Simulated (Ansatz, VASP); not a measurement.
## One calculation of Re, two programs

```xyz
2
Lattice="2.7392 0.0000 0.0000 -1.3696 2.3722 0.0000 0.0000 0.0000 4.4119" Properties=species:S:1:pos:R:3 pbc="T T T"
Re    0.0000    1.5815    1.1030
Re    1.3696    0.7907    3.3089
```

Alike in both runs: task single point; functional LDA; k mesh 13 × 13 × 7; occupations gaussian, width 0.2 eV; no spin polarisation.

```csv
,VASP,Ansatz
version,VASP 6.6.1,Ansatz 0.2.0
potentials or method,"VASP PAW LDA potentials, release 64 (Re_sv_GW), cutoff 560 eV","plane waves (420 eV) with PAW, scalar-relativistic"
valence electrons in the cell,30,30
```

Ansatz gave:

| Property | Result |
| --- | --- |
| pressure (GPa) | -0.1 |
| traceless stress, the component that is largest in VASP (GPa) | 0.07 |

Q: Estimate VASP's values.

A: Pressure (GPa): -0.1; traceless stress, the component that is largest in VASP (GPa): 0.02.

Ansatz warns that its potentials were made for another functional, while VASP's fit it. LDA's correlation is that of Perdew and Zunger in VASP and of Perdew and Wang (1992) in Ansatz.

Neither program's run includes spin-orbit coupling.
